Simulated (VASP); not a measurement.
# SiGeO4 (F-43m) in VASP: notebook

Aim: see how the results for SiGeO4 move with the level of theory and the settings. Levels: r2SCAN, PBE. Tasks: single point, relaxation of the atoms.

Program: VASP 6.6.1. These are calculated values, not measurements. Logs are shortened: lines on timing, memory, paths and dates and some standing lists are left out, and cuts for length are marked.

## 1. The cell of the first run

Symmetry: F-43m, No. 216, cubic system. Conventional cell: a = 7.729 Å, b = 7.729 Å, c = 7.729 Å, α = 90.00°, β = 90.00°, γ = 90.00°. Si (site symmetry -43m) has 4 O at 1.62 Å within 2.2 Å. Within 2.3 Å of Ge (site symmetry -43m) lie 4 O at 1.73 Å. O (site symmetry 3m) has 1 Si at 1.62 Å and 1 Ge at 1.73 Å within 2.2 Å.

## 2. Single point, r2SCAN

Input file POSCAR:

```
SiGeO4
1.0
    0.0000000000      3.8647415336      3.8647415336
    3.8647415336      0.0000000000      3.8647415336
    3.8647415336      3.8647415336      0.0000000000
Si Ge O
1 1 4
Direct
    0.7500000000      0.7500000000      0.7500000000
    0.5000000000      0.5000000000      0.5000000000
    0.1121959340      0.6292680220      0.6292680220
    0.6292680220      0.1121959340      0.6292680220
    0.6292680220      0.6292680220      0.1121959340
    0.6292680220      0.6292680220      0.6292680220
```

Input file INCAR.step1:

```
SYSTEM = SiGeO4
PREC     = Accurate       ! precision mode
ENCUT    = 520            ! plane-wave cutoff, eV
ISMEAR   = 0              ! smearing method
SIGMA    = 0.02           ! smearing width, eV
LREAL    = .FALSE.        ! projectors in reciprocal space
LASPH    = .TRUE.         ! aspherical terms in the spheres
NELM     = 60             ! most SCF steps
NBANDS   = 30             ! bands
GGA      = PE             ! functional
ALGO     = Normal         ! electronic algorithm
EDIFF    = 1E-4           ! SCF threshold, eV
LWAVE    = .TRUE.         ! write WAVECAR
LCHARG   = .FALSE.        ! write CHGCAR
```

Input file INCAR.step2:

```
SYSTEM = SiGeO4
PREC     = Accurate       ! precision mode
ENCUT    = 520            ! plane-wave cutoff, eV
EDIFF    = 1E-7           ! SCF threshold, eV
ISMEAR   = 0              ! smearing method
SIGMA    = 0.02           ! smearing width, eV
LREAL    = .FALSE.        ! projectors in reciprocal space
LASPH    = .TRUE.         ! aspherical terms in the spheres
NELM     = 60             ! most SCF steps
ALGO     = Normal         ! electronic algorithm
ISIF     = 2              ! what is computed and relaxed
LWAVE    = .FALSE.        ! write WAVECAR
LCHARG   = .TRUE.         ! write CHGCAR
METAGGA  = R2SCAN         ! meta-GGA
LMIXTAU  = .TRUE.       
LELF     = .TRUE.         ! ELF
LVHAR    = .TRUE.       
NBANDS   = 30             ! bands
ISTART   = 1
```

Input file KPOINTS:

```
regular mesh
0
G
  6 6 6
  0 0 0
```

Potentials or basis: VASP PAW PBE potentials, release 64 (Si, Ge_d, O).

Run with:

```bash
$ cat potpaw_PBE.64/Si/POTCAR potpaw_PBE.64/Ge_d/POTCAR potpaw_PBE.64/O/POTCAR > POTCAR
$ cp INCAR.step1 INCAR
$ mpirun -np 1 vasp_std > vasp.out
$ cp INCAR.step2 INCAR
$ mpirun -np 1 vasp_std > vasp.out
```

OUTCAR:

```text
SYSTEM = SiGeO4
   PREC = Accurate
   ENCUT = 520
   EDIFF = 1E-7
   ISMEAR = 0
   LREAL = .FALSE.
   LASPH = .TRUE.
   NELM = 60
   ISIF = 2
   METAGGA = R2SCAN
   ISTART = 1

 ion  position               nearest neighbor table
   1  0.750  0.750  0.750-   3 1.62   4 1.62   5 1.62   6 1.62
   2  0.500  0.500  0.500-   6 1.73   4 1.73   5 1.73   3 1.73
   3  0.112  0.629  0.629-   1 1.62   2 1.73
   4  0.629  0.112  0.629-   1 1.62   2 1.73
   5  0.629  0.629  0.112-   1 1.62   2 1.73
   6  0.629  0.629  0.629-   1 1.62   2 1.73

  LATTYP: Found a face centered cubic cell.
 ALAT       =     7.7294830672

  Lattice vectors:

 A1 = (   0.0000000000,   3.8647415336,   3.8647415336)
 A2 = (   3.8647415336,   0.0000000000,   3.8647415336)
 A3 = (   3.8647415336,   3.8647415336,   0.0000000000)

Analysis of symmetry for initial positions (statically):
=====================================================================
 Subroutine PRICEL returns:
 Original cell was already a primitive cell.

 Routine SETGRP: Setting up the symmetry group for a
 face centered cubic supercell.

 Subroutine GETGRP returns: Found 24 space group operations
 (whereof 24 operations were pure point group operations)
 out of a pool of 48 trial point group operations.

The static configuration has the point symmetry T_d .

Analysis of symmetry for dynamics (positions and initial velocities):
=====================================================================
 Subroutine PRICEL returns:
 Original cell was already a primitive cell.

 Routine SETGRP: Setting up the symmetry group for a
 face centered cubic supercell.

 Subroutine GETGRP returns: Found 24 space group operations
 (whereof 24 operations were pure point group operations)
 out of a pool of 48 trial point group operations.

The dynamic configuration has the point symmetry T_d .

 Subroutine INISYM returns: Found 24 space group operations
 (whereof 24 operations are pure point group operations),
 and found     1 'primitive' translations

----------------------------------------------------------------------------------------

                                     Primitive cell

  volume of cell :     115.4493

  direct lattice vectors                    reciprocal lattice vectors
     0.000000000  3.864741534  3.864741534    -0.129374758  0.129374758  0.129374758
     3.864741534  0.000000000  3.864741534     0.129374758 -0.129374758  0.129374758
     3.864741534  3.864741534  0.000000000     0.129374758  0.129374758 -0.129374758

  length of vectors
     5.465569892  5.465569892  5.465569892     0.224083654  0.224083654  0.224083654

  position of ions in fractional coordinates (direct lattice)
     0.750000000  0.750000000  0.750000000
     0.500000000  0.500000000  0.500000000
     0.112195934  0.629268022  0.629268022
     0.629268022  0.112195934  0.629268022
     0.629268022  0.629268022  0.112195934
     0.629268022  0.629268022  0.629268022

  ion indices of the primitive-cell ions
   primitive index   ion index
                 1           1
                 2           2
                 3           3
                 4           4
                 5           5
                 6           6

----------------------------------------------------------------------------------------

 KPOINTS: regular mesh

Automatic generation of k-mesh.
 Grid dimensions read from file:
 generate k-points for:    6    6    6

 Generating k-lattice:

  Cartesian coordinates                     Fractional coordinates (reciprocal lattice)
    -0.021562460  0.021562460  0.021562460     0.166666667  0.000000000  0.000000000
     0.021562460 -0.021562460  0.021562460     0.000000000  0.166666667  0.000000000
     0.021562460  0.021562460 -0.021562460     0.000000000  0.000000000  0.166666667

  Length of vectors
     0.037347276  0.037347276  0.037347276

  Shift w.r.t. Gamma in fractional coordinates (k-lattice)
     0.000000000  0.000000000  0.000000000

 Subroutine IBZKPT returns following result:
 ===========================================

 Found     16 irreducible k-points:

 Following reciprocal coordinates:
            Coordinates               Weight
  0.000000  0.000000  0.000000      1.000000
  0.166667  0.000000  0.000000      8.000000
  0.333333  0.000000  0.000000      8.000000
  0.500000  0.000000  0.000000      4.000000
  0.166667  0.166667  0.000000      6.000000
  0.333333  0.166667  0.000000     24.000000
[... 8 lines left out ...]
 -0.333333  0.333333  0.166667     24.000000
 -0.333333  0.500000  0.166667     12.000000
   k-points           NKPTS =     16   k-points in BZ     NKDIM =     16   number of bands    NBANDS=     30
   number of dos      NEDOS =    301   number of ions     NIONS =      6
   total plane-waves  NPLWV =  74088
   dimension x,y,z NGX =    42 NGY =   42 NGZ =   42
   dimension x,y,z NGXF=    84 NGYF=   84 NGZF=   84
   ions per type =               1   1   4
   NGX,Y,Z   is equivalent  to a cutoff of  12.78, 12.78, 12.78 a.u.
   NGXF,Y,Z  is equivalent  to a cutoff of  25.55, 25.55, 25.55 a.u.
 SYSTEM =  SiGeO4
   PREC   = accura    normal or accurate (medium, high low for compatibility)
   ISTART =      1    job   : 0-new  1-cont  2-samecut
   ICHARG =      0    charge: 1-file 2-atom 10-const
   ISPIN  =      1    spin polarized calculation?
   LNONCOLLINEAR =      F non collinear calculations
   LSORBIT =      F    spin-orbit coupling
   LASPH  =      T    aspherical Exc in radial PAW
   ENCUT  =  520.0 eV  38.22 Ry    6.18 a.u.  10.16 10.16 10.16*2*pi/ulx,y,z
   NELM   =     60;   NELMIN=  2; NELMDL=  0     # of ELM steps
   EDIFF  = 0.1E-06   stopping-criterion for ELM
   LREAL  =      F    real-space projection
   EDIFFG = 0.1E-05   stopping-criterion for IOM
   NSW    =      0    number of steps for IOM
   IBRION =     -1    ionic relax: 0-MD 1-quasi-New 2-CG
   NFREE  =      0    steps in history (QN), initial steepest desc. (CG)
   ISIF   =      2    stress and relaxation
   ISYM   =      2    0-nonsym 1-usesym 2-fastsym
   POTIM  = 0.5000    time-step for ionic-motion
   TEBEG  =    0.0;   TEEND  =   0.0 temperature during run
   PSTRESS=    0.0 pullay stress
   NELECT =      42.0000    total number of electrons
   NUPDOWN=      -1.0000    fix difference up-down
   EMIN   =  10.00;   EMAX   =-10.00  energy-range for DOS
   EFERMI =   0.00;   METHOD = LEGACY
   ISMEAR =     0;   SIGMA  =   0.02  broadening in eV -4-tet -1-fermi 0-gaus
   EFERMI_NEDOS =   21; number of points for ismear=-14 and -15
   IALGO  =     38    algorithm
   IMIX   =      4    mixing-type and parameters
     AMIX     =   0.40;   BMIX     =  1.00
     AMIX_MAG =   1.60;   BMIX_MAG =  1.00
  volume/ion in A,a.u.               =      19.24       129.85
  Fermi-wavevector in a.u.,A,eV,Ry     =   1.168676  2.208477 18.582887  1.365804
  Thomas-Fermi vector in A             =   2.305159
   LORBIT       =      0    0 simple, 1 ext, 2 COOP (PROOUT), +10 PAW based schemes
   METAGGA = R2SCAN    functional components
   LHFCALC =     F    Hartree Fock is set to
   AEXX    =    0.0000 exact exchange contribution
   IVDW    =     0    specifies the selected vdW correction
   LEPSILON=     F    determine dielectric tensor
   LRPA    =     F    only Hartree local field effects (RPA)
 non-spin polarized calculation
 Gauss-broadening in eV      SIGMA  =   0.02
  energy-cutoff  :      520.00
  volume of cell :      115.45
 maximum number of plane-waves:      3138
 NGX is ok and might be reduce to    42
   NGX = 21   NGY = 21   NGZ = 21

 number of electron      41.9999987 magnetization

 Free energy of the ion-electron system (eV)
  ---------------------------------------------------
  ext. energy  EPLUGINS =         0.00000000
  ---------------------------------------------------
  free energy    TOTEN  =       -60.37535815 eV

  energy without entropy =      -60.37535815  energy(sigma->0) =      -60.37535815

 E-fermi :  -1.9018     XC(G=0):  -7.6368

 val. band max:       -2.0403515070   @ k =   0.5000   0.0000   0.0000
 cond. band min:       2.7249488650   @ k =   0.0000   0.0000   0.0000
 fundamental gap:      4.7653003720
 Fermi energy:        -1.9017587835

 k-point     1 :       0.0000    0.0000    0.0000
  band No.  band energies     occupation
      1     -26.1848      2.00000
      2     -26.1848      2.00000
      3     -26.1848      2.00000
      4     -25.8508      2.00000
      5     -25.8508      2.00000
      6     -21.9827      2.00000
[... 22 lines left out ...]
     29      10.2063      0.00000
     30      10.8434      0.00000

 k-point     2 :       0.1667    0.0000    0.0000
  band No.  band energies     occupation
      1     -26.1869      2.00000
      2     -26.1846      2.00000
      3     -26.1846      2.00000
      4     -25.8508      2.00000
      5     -25.8508      2.00000
      6     -21.9002      2.00000
[... 22 lines left out ...]
     29      10.2925      0.00000
     30      11.4526      0.00000

 k-point     3 :       0.3333    0.0000    0.0000
  band No.  band energies     occupation
      1     -26.1912      2.00000
      2     -26.1843      2.00000
      3     -26.1843      2.00000
      4     -25.8507      2.00000
      5     -25.8507      2.00000
      6     -21.6929      2.00000
[... 22 lines left out ...]
     29      10.3487      0.00000
     30      11.5334      0.00000

 k-point     4 :       0.5000    0.0000    0.0000
  band No.  band energies     occupation
      1     -26.1934      2.00000
      2     -26.1841      2.00000
      3     -26.1841      2.00000
      4     -25.8507      2.00000
      5     -25.8507      2.00000
      6     -21.5468      2.00000
[... 22 lines left out ...]
     29      10.2769      0.00000
     30      11.2630      0.00000

 k-point     5 :       0.1667    0.1667    0.0000
  band No.  band energies     occupation
      1     -26.1878      2.00000
      2     -26.1845      2.00000
      3     -26.1845      2.00000
      4     -25.8508      2.00000
      5     -25.8507      2.00000
      6     -21.8706      2.00000
[... 22 lines left out ...]
     29      10.0251      0.00000
     30      11.5199      0.00000
[... 262 lines left out ...]
     29      10.0529      0.00000
     30      11.0948      0.00000

 k-point    14 :       0.5000    0.3333    0.1667
  band No.  band energies     occupation
      1     -26.1946      2.00000
      2     -26.1839      2.00000
      3     -26.1837      2.00000
      4     -25.8508      2.00000
      5     -25.8507      2.00000
      6     -21.4884      2.00000
[... 22 lines left out ...]
     29      10.7183      0.00000
     30      10.9805      0.00000

 k-point    15 :      -0.3333    0.3333    0.1667
  band No.  band energies     occupation
      1     -26.1961      2.00000
      2     -26.1838      2.00000
      3     -26.1836      2.00000
      4     -25.8508      2.00000
      5     -25.8507      2.00000
      6     -21.3170      2.00000
[... 22 lines left out ...]
     29      10.4667      0.00000
     30      11.2982      0.00000

 k-point    16 :      -0.3333    0.5000    0.1667
  band No.  band energies     occupation
      1     -26.1969      2.00000
      2     -26.1836      2.00000
      3     -26.1835      2.00000
      4     -25.8508      2.00000
      5     -25.8506      2.00000
      6     -21.1130      2.00000
[... 22 lines left out ...]
     29      10.3730      0.00000
     30      11.0103      0.00000

------------------------ aborting loop because EDIFF is reached ----------------------------------------

  FORCE on cell =-STRESS in cart. coord.  units (eV):
  Direction    XX          YY          ZZ          XY          YZ          ZX
  --------------------------------------------------------------------------------------
  -------------------------------------------------------------------------------------
  Total       -2.4589794     -2.4589794     -2.4589794     -0.0000000      0.0000000     -0.0000000
  in kB      -34.1251140    -34.1251140    -34.1251140     -0.0000000      0.0000000     -0.0000000
  external PRESSURE =     -34.1251140 kB  Pullay stress =       0.0000000 kB

 VOLUME and BASIS-vectors are now :
 -----------------------------------------------------------------------------
  energy-cutoff  :      520.00
  volume of cell :      115.45
      direct lattice vectors                 reciprocal lattice vectors
     0.000000000  3.864741534  3.864741534    -0.129374758  0.129374758  0.129374758
     3.864741534  0.000000000  3.864741534     0.129374758 -0.129374758  0.129374758
     3.864741534  3.864741534  0.000000000     0.129374758  0.129374758 -0.129374758

 POSITION                                       TOTAL-FORCE (eV/Angst)
 -----------------------------------------------------------------------------------
      5.79711      5.79711      5.79711        -0.000000     -0.000000     -0.000000
      3.86474      3.86474      3.86474        -0.000000     -0.000000     -0.000000
      4.86392      2.86557      2.86557        -0.048541      0.048541      0.048541
      2.86557      4.86392      2.86557         0.048541     -0.048541      0.048541
      2.86557      2.86557      4.86392         0.048541      0.048541     -0.048541
      4.86392      4.86392      4.86392        -0.048541     -0.048541     -0.048541
 -----------------------------------------------------------------------------------
    total drift:                                0.000002      0.000002      0.000002

  FREE ENERGIE OF THE ION-ELECTRON SYSTEM (eV)
  ---------------------------------------------------
  free  energy   TOTEN  =       -60.3753581471 eV

  energy  without entropy=      -60.3753581471  energy(sigma->0) =      -60.37535815
```

Wall time 5.9 min (1 thread of Intel Xeon 8259CL, shared host); peak memory 0.32 GiB.

What came out:

- Free energy: -60.3754 eV
- Pressure: -3.4 GPa
- Largest force: 0.084 eV/Å
- Band gap on the k mesh: 4.77 eV

Forces in eV/Å, atoms in the order of the input:
```
Si   0.000  0.000  0.000
Ge   0.000  0.000  0.000
O   -0.049  0.049  0.049
O    0.049 -0.049  0.049
O    0.049  0.049 -0.049
O   -0.049 -0.049 -0.049
```

Caveat: the cell stands under tension; the PAW data sets were made with another functional, which shifts forces and pressure a little. A k mesh can miss the band edges.

## 3. Relaxation of the atoms, PBE (16.93 Å³/atom)

This run uses another cell than the first one, of 16.93 Å³/atom.

Input file INCAR:

```
ALGO = Normal ; EDIFF = 1E-6
EDIFFG = -0.01 ; ENCUT = 520
GGA = PE ; IBRION = 2
ISIF = 2 ; ISMEAR = 0
LASPH = True ; LCHARG = False
LREAL = False ; LWAVE = False
NELM = 80 ; NSW = 50
PREC = Accurate ; SIGMA = 0.02
```

Input file KPOINTS:

```
k-points
0
Gamma
  6 6 6
```

Input file POSCAR:

```
SiGeO4
1.0
    0.0000000000      3.7035198653      3.7035198653
    3.7035198653      0.0000000000      3.7035198653
    3.7035198653      3.7035198653      0.0000000000
Si Ge O
1 1 4
Direct
    0.7500000000      0.7500000000      0.7500000000
    0.5000000000      0.5000000000      0.5000000000
    0.1125838091      0.6291387303      0.6291387303
    0.6291387303      0.1125838091      0.6291387303
    0.6291387303      0.6291387303      0.1125838091
    0.6291387303      0.6291387303      0.6291387303
```

Potentials or basis: VASP PAW PBE potentials, release 64 (Si, Ge_d, O).

Run with:

```bash
$ cat potpaw_PBE.64/Si/POTCAR potpaw_PBE.64/Ge_d/POTCAR potpaw_PBE.64/O/POTCAR > POTCAR
$ mpirun -np 1 vasp_std > vasp.out
```

It took 2.5 min on 1 thread of Intel Xeon 8259CL, shared host; peak memory 0.26 GiB.

Results (log left out):

| Property | Result |
| --- | --- |
| Free energy | -41.7648 eV |
| Energy gained by relaxing | 0.1 meV/atom |
| Ionic steps | 3 |
| Pressure after relaxing | 20.6 GPa |
| Band gap on the k mesh | 5.20 eV (least direct gap 5.21 eV) |

Step by step:
| step | energy change (eV) | largest force (eV/Å) | pressure (GPa) |
| --- | --- | --- | --- |
| 1 | 0.0000 | 0.2182 | 20.56 |
| 2 | 0.0143 | 0.8986 | 20.52 |
| 3 | -0.0009 | 0.0014 | 20.57 |

Final structure:
```
Si Ge O
1.0
     0.00000    3.70352    3.70352
     3.70352    0.00000    3.70352
     3.70352    3.70352    0.00000
Si Ge O
1 1 4
Direct
  0.75000 0.75000 0.75000
  0.50000 0.50000 0.50000
  0.11306 0.62898 0.62898
  0.62898 0.11306 0.62898
  0.62898 0.62898 0.11306
  0.62898 0.62898 0.62898
```

Levels at points of the mesh, in eV from the valence-band top:
```
           k point  band 19  band 20  band 21  band 22  band 23  band 24
(0.00, 0.00, 0.00)    -0.01    -0.01    -0.01     5.20     7.97     9.20
(0.50, 0.00, 0.00)    -0.73    -0.73     0.00     7.18     7.99     8.77
(0.50, 0.50, 0.00)    -0.91    -0.49    -0.49     8.10     8.18     9.32
```

A k mesh can miss the band edges.
